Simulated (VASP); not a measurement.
Set up this calculation in VASP 6.6.1, as the native input.

```yaml
Task: single point
Functional: PBEsol
Potentials_or_basis: VASP PAW PBE potentials, release 64 (V_sv, Si)
Cutoff: 530 eV
k_mesh: 3 × 3 × 3
Occupations: gaussian, width 0.05 eV
Spin: collinear spin
Starting_moments: "[1.83, 0.0, -0.01, -0.01, -0.01, -0.01, 0.0, 0.0, -0.1, -0.1, -0.1, 0.0, -0.1, 0.0, 0.0, 0.0] μB"
Hubbard_terms: V d U = 3.0 eV
Dipole_correction: no
Second_try: not_converged
Further_INCAR_settings: ALGO = All; EDIFF = 1e-06; NBANDS = 54
```

The structure of VSi15 lies in POSCAR:

```
VSi15
1.0
    0.0000000000      5.4370000000      5.4370000000
    5.4370000000      0.0000000000      5.4370000000
    5.4370000000      5.4370000000      0.0000000000
V Si
1 15
Direct
    0.0000000000      1.0000000000      0.0000000000
    0.9989704830      0.9989704830      0.5010295170
    0.9989704830      0.5010295170      0.9989704830
    0.9989704830      0.5010295170      0.5010295170
    0.5010295170      0.9989704830      0.9989704830
    0.5010295170      0.9989704830      0.5010295170
    0.5010295170      0.5010295170      0.9989704830
    0.5000000000      0.5000000000      0.5000000000
    0.1302364601      0.1302364601      0.1302364601
    0.1302364601      0.1302364601      0.6092906198
    0.1302364601      0.6092906198      0.1302364601
    0.1259483344      0.6246838885      0.6246838885
    0.6092906198      0.1302364601      0.1302364601
    0.6246838885      0.1259483344      0.6246838885
    0.6246838885      0.6246838885      0.1259483344
    0.6246838885      0.6246838885      0.6246838885
```

These files were run (other wordings do the same):

INCAR

```
SYSTEM = VSi15
PREC = Accurate ; ENCUT = 530
EDIFF = 1E-6 ; ISMEAR = 0
SIGMA = 0.05 ; LREAL = .False.
LASPH = .True. ; NELM = 300
ALGO = All ; ISIF = 2
LWAVE = .False. ; LCHARG = .False.
ISPIN = 2 ; MAGMOM = 1.83 0 -0.01 -0.01 -0.01 -0.01 0 0 -0.1 -0.1 -0.1 0 -0.1 0 0 0
LORBIT = 11 ; LMAXMIX = 4
LDAU = .True. ; LDAUTYPE = 2
LDAUL = 2 -1 ; LDAUU = 3 0
LDAUJ = 0 0 ; LDAUPRINT = 1
GGA = PS ; NBANDS = 54
GGA_COMPAT = .False. ; ISEARCH = 1
KPAR = 4
```

KPOINTS

```
regular mesh
0
Gamma
  3 3 3
  0 0 0
```

Potentials or basis: VASP PAW PBE potentials, release 64 (V_sv, Si).

Launch:

```bash
$ cat potpaw_PBE.64/V_sv/POTCAR potpaw_PBE.64/Si/POTCAR > POTCAR
$ mpirun -np 4 vasp_std > vasp.out
```

It gave:

```
Pressure                                              : 2.0 GPa
Largest force                                         : 0.030 eV/Å
Band gap on the k mesh                                : zero (filled and empty bands overlap)
Net moment                                            : 3.00 μB per cell
Site moments                                          : V +2.52; Si +0.01, +0.00, -0.00 (each value once) μB
Valence electrons inside the program's atomic spheres : V 11.52; Si 1.69, 1.72 (each value once)
```

Caveat: the PAW data sets were made with another functional, which shifts forces and pressure a little; the U is typed as a test and isn't derived for this compound.

Run time: 4.6 min on 4 MPI ranks on Intel(R) Xeon(R) 6975P-C (Granite Rapids) (shared host), peak memory 0.86 GiB a rank.
